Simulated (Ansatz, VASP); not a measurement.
## ReBi: VASP beside Ansatz

```
Re Bi
1.0
     0.00000    3.05167    3.05167
     3.05167    0.00000    3.05167
     3.05167    3.05167    0.00000
Re Bi
1 1
Cartesian
  0.0000 0.0000 0.0000
  1.5258 1.5258 1.5258
```

Alike in both runs: task single point; functional PBE; k mesh 10 × 10 × 10; occupations gaussian, width 0.05 eV; no spin polarisation.

|  | VASP | Ansatz |
| --- | --- | --- |
| version | VASP 6.6.1 | Ansatz 0.2.0 |
| potentials or method | VASP PAW PBE potentials, release 64 (Re, Bi_d), cutoff 520 eV | scalar-relativistic, plane waves, PAW |
| valence electrons in the cell | 22 | 30 |

```csv
,VASP,Ansatz,Ansatz less VASP
gap on the k mesh at the Fermi level (eV),none,none,-
pressure (GPa),5.2,5.2,-0.04
```

A gap of «none» marks a metal or a gap that the smearing closes. With one functional, cell and mesh, what is left measures potentials, basis and numerics. VASP's potentials hold 22 valence electrons a cell and Ansatz's 30, so a difference there can come from the potentials and not from the codes.

Spin-orbit coupling is off throughout.
